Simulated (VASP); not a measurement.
# MgO in VASP: a series of runs, part 2 of 2

VASP 6.6.1. The steps go on from the part before.

### Step 4. Single point, PBEsol

Contents of INCAR:

```
  PREC = Accurate
  ENCUT = 520
  EDIFF = 1E-6
  ISMEAR = -1
  SIGMA = 0.05
  LREAL = False
  LASPH = True
  NELM = 60
  ALGO = Normal
  ISIF = 2
  LWAVE = False
  LCHARG = True
  GGA = PS
  LELF = True
  LVHAR = True
  NBANDS = 16
```

Contents of KPOINTS:

```
regular mesh
0
Gamma
  6 6 6
```

Contents of POSCAR:

```
MgO
1.0
    3.4863800000      0.0290531667      0.0290531667
   -1.7180292500      3.0047634167      0.0106341667
    0.0348170000      0.0348170000      4.1780400000
Mg O
2 2
Direct
    0.6666666667      0.3333333333      0.7500000000
    0.3333333333      0.6666666667      0.2500000000
    0.6666666667      0.3333333333      0.2500000000
    0.3333333333      0.6666666667      0.7500000000
```

Potentials or basis: VASP PAW PBE potentials, release 64 (Mg, O).

On the command line:

```sh
$ cat potpaw_PBE.64/Mg/POTCAR potpaw_PBE.64/O/POTCAR > POTCAR
$ mpirun -np 1 vasp_std > vasp.out
```

OUTCAR:

```text
PREC = Accurate
   ENCUT = 520
   EDIFF = 1E-6
   ISMEAR = -1
   LREAL = False
   LASPH = True
   NELM = 60
   ISIF = 2
   GGA = PS

 ion  position               nearest neighbor table
   1  0.667  0.333  0.750-   4 2.00   4 2.01   4 2.03   3 2.09   3 2.09   2 2.88   2 2.88   2 2.88
                             2 2.90   2 2.93   2 2.94
   2  0.333  0.667  0.250-   3 2.00   3 2.01   3 2.03   4 2.09   4 2.09   1 2.88   1 2.88   1 2.88
                             1 2.90   1 2.93   1 2.94
   3  0.667  0.333  0.250-   2 2.00   2 2.01   2 2.03   1 2.09   1 2.09
   4  0.333  0.667  0.750-   1 2.00   1 2.01   1 2.03   2 2.09   2 2.09

  LATTYP: Found a triclinic cell.
 ALAT       =     3.5117919245
 B/A-ratio  =     2.0789633253
 C/A-ratio  =     0.9856116087
 COS(alpha) =     0.0034395590
 COS(beta)  =     0.5000516059
 COS(gamma) =     0.7119610481

  Lattice vectors:

 A1 = (   1.7683507500,   3.0338165834,   0.0396873334)
 A2 = (   5.2199137500,   3.0280527501,  -4.1092994999)
 A3 = (  -1.7180292500,   3.0047634167,   0.0106341667)

Analysis of symmetry for initial positions (statically):
=====================================================================
 Subroutine PRICEL returns:
 Original cell was already a primitive cell.

 Routine SETGRP: Setting up the symmetry group for a
 triclinic supercell.

 Subroutine GETGRP returns: Found  2 space group operations
 (whereof  2 operations were pure point group operations)
 out of a pool of  2 trial point group operations.

The static configuration has the point symmetry S_2 .

Analysis of symmetry for dynamics (positions and initial velocities):
=====================================================================
 Subroutine PRICEL returns:
 Original cell was already a primitive cell.

 Routine SETGRP: Setting up the symmetry group for a
 triclinic supercell.
[... 126 lines left out ...]
   IALGO  =     38    algorithm
   IMIX   =      4    mixing-type and parameters
     AMIX     =   0.40;   BMIX     =  1.00
     AMIX_MAG =   1.60;   BMIX_MAG =  1.00
  volume/ion in A,a.u.               =      10.99        74.18
  Fermi-wavevector in a.u.,A,eV,Ry     =   1.168766  2.208647 18.585737  1.366013
  Thomas-Fermi vector in A             =   2.305248
   LORBIT       =      0    0 simple, 1 ext, 2 COOP (PROOUT), +10 PAW based schemes
   GGA     = PS    functional components
   LHFCALC =     F    Hartree Fock is set to
   AEXX    =    0.0000 exact exchange contribution
   IVDW    =     0    specifies the selected vdW correction
   LEPSILON=     F    determine dielectric tensor
   LRPA    =     F    only Hartree local field effects (RPA)
 non-spin polarized calculation
  energy-cutoff  :      520.00
  volume of cell :       43.97
 maximum number of plane-waves:      1201
 NGX is ok and might be reduce to    28
   NGX = 13   NGY = 13   NGZ = 15

 number of electron      16.0000000 magnetization

 Free energy of the ion-electron system (eV)
  ---------------------------------------------------
  ext. energy  EPLUGINS =         0.00000000
  ---------------------------------------------------
  free energy    TOTEN  =       -24.74607496 eV

  energy without entropy =      -24.74607496  energy(sigma->0) =      -24.74607496

 E-fermi :   2.9405     XC(G=0): -10.3145

 val. band max:        1.8937371676   @ k =   0.0000   0.0000   0.0000
 cond. band min:       5.1951365544   @ k =   0.0000   0.0000   0.0000
 fundamental gap:      3.3013993869
 Fermi energy:         2.9404994730

 k-point     1 :       0.0000    0.0000    0.0000
  band No.  band energies     occupation
      1     -14.9864      2.00000
      2     -13.5525      2.00000
      3      -1.8089      2.00000
      4       0.1104      2.00000
      5       0.1501      2.00000
      6       1.0455      2.00000
[... 433 lines left out ...]
      3      -1.9598      2.00000
      4      -0.7644      2.00000
      5      -0.3405      2.00000
      6      -0.1985      2.00000
[... 8 lines left out ...]
     15      16.1333      0.00000
     16      16.4870      0.00000

 [... further k-points ...]

------------------------ aborting loop because EDIFF is reached ----------------------------------------

  FORCE on cell =-STRESS in cart. coord.  units (eV):
  Direction    XX          YY          ZZ          XY          YZ          ZX
  --------------------------------------------------------------------------------------
  -------------------------------------------------------------------------------------
  Total        0.1978419      0.1880572      0.2695246     -0.4051045     -0.5263941     -0.5266815
  in kB        7.2088624      6.8523316      9.8207977    -14.7609886    -19.1804782    -19.1909519
  external PRESSURE =       7.9606639 kB  Pullay stress =       0.0000000 kB

 VOLUME and BASIS-vectors are now :
 -----------------------------------------------------------------------------
  energy-cutoff  :      520.00
  volume of cell :       43.97
      direct lattice vectors                 reciprocal lattice vectors
     3.486380000  0.029053167  0.029053167     0.285501181  0.163253834 -0.003739625
    -1.718029250  3.004763417  0.010634167    -0.002737598  0.331249320 -0.002737598
     0.034817000  0.034817000  4.178040000    -0.001978344 -0.001978344  0.239379652

 POSITION                                       TOTAL-FORCE (eV/Angst)
 -----------------------------------------------------------------------------------
      1.77769      1.04707      3.15644         0.127703     -0.004191     -0.002065
      0.02548      2.02156      1.06128        -0.127703      0.004191      0.002065
      1.76028      1.02966      1.06742         0.145857     -0.003848     -0.003020
      0.04289      2.03897      3.15030        -0.145857      0.003848      0.003020
 -----------------------------------------------------------------------------------
    total drift:                                0.000000     -0.000000      0.000000

  FREE ENERGIE OF THE ION-ELECTRON SYSTEM (eV)
  ---------------------------------------------------
  free  energy   TOTEN  =       -24.7460749637 eV

  energy  without entropy=      -24.7460749637  energy(sigma->0) =      -24.74607496
```

OSZICAR:

```text
N       E                     dE             d eps       ncg     rms          rms(c)
DAV:   1     0.603205892680E+02    0.60321E+02   -0.76143E+03  3592   0.892E+02
DAV:   2    -0.244865396071E+02   -0.84807E+02   -0.77354E+02  5040   0.196E+02
DAV:   3    -0.283584476060E+02   -0.38719E+01   -0.38599E+01  4096   0.432E+01
DAV:   4    -0.283742266320E+02   -0.15779E-01   -0.15779E-01  4264   0.321E+00
DAV:   5    -0.283743046929E+02   -0.78061E-04   -0.78061E-04  4072   0.217E-01    0.105E+01
DAV:   6    -0.248579607536E+02    0.35163E+01   -0.89921E+00  3744   0.232E+01    0.349E+00
DAV:   7    -0.247851716969E+02    0.72789E-01   -0.14251E-01  3616   0.306E+00    0.207E+00
DAV:   8    -0.247482175906E+02    0.36954E-01   -0.91648E-02  4152   0.316E+00    0.503E-01
DAV:   9    -0.247456111026E+02    0.26065E-02   -0.64887E-03  4192   0.711E-01    0.110E-01
DAV:  10    -0.247460701024E+02   -0.45900E-03   -0.36674E-04  3664   0.149E-01    0.203E-02
DAV:  11    -0.247460766051E+02   -0.65027E-05   -0.13248E-05  4288   0.260E-02    0.160E-02
DAV:  12    -0.247460752956E+02    0.13095E-05   -0.31234E-06  3656   0.149E-02    0.516E-03
DAV:  13    -0.247460749637E+02    0.33181E-06   -0.58321E-07  1904   0.658E-03
   1 F= -.24746075E+02 E0= -.24746075E+02  d E =-.926328E-11
```

It took 87 s on 1 thread of AMD EPYC 7R13, shared host; peak memory 0.19 GiB.

What came out:

| Item | Value |
| --- | --- |
| Free energy | -24.7461 eV |
| Pressure | 0.8 GPa |
| Largest force | 0.146 eV/Å |
| Band gap on the k mesh | 3.30 eV, direct |

Forces on the atoms (eV/Å):
```
Mg   0.128 -0.004 -0.002
Mg  -0.128  0.004  0.002
O    0.146 -0.004 -0.003
O   -0.146  0.004  0.003
```

Caveat: the PAW data sets were made with another functional, which shifts forces and pressure a little. PBEsol gaps usually lie below the measured ones, often by a third to a half.

### Step 5. Summary

| cell | gap on the mesh (eV) | pressure (GPa) | largest force (eV/Å) |
| --- | --- | --- | --- |
| a = 3.486, b = 3.486, c = 4.178 Å, angles 90.0, 90.0, 120.0°, 4 atoms | 3.31 | 0.8 | - |
| a = 3.487, b = 3.512, c = 4.178 Å, angles 90.3, 91.0, 120.7°, 4 atoms | 3.30 | 0.8 | 0.15 |
| a = 3.487, b = 3.461, c = 4.178 Å, angles 89.6, 89.0, 119.3°, 4 atoms | 3.30 | 0.8 | 0.15 |

Alike in all rows: task single point; level PBEsol; potentials or basis VASP PAW PBE potentials, release 64 (Mg, O); no spin polarisation; k mesh 6 × 6 × 6; cutoff (eV) 520; smearing fermi-dirac 0.05 eV.

Caveats: the PAW data sets were made with another functional, which shifts forces and pressure a little.

Absolute energies hang on the potentials; compare differences alone.
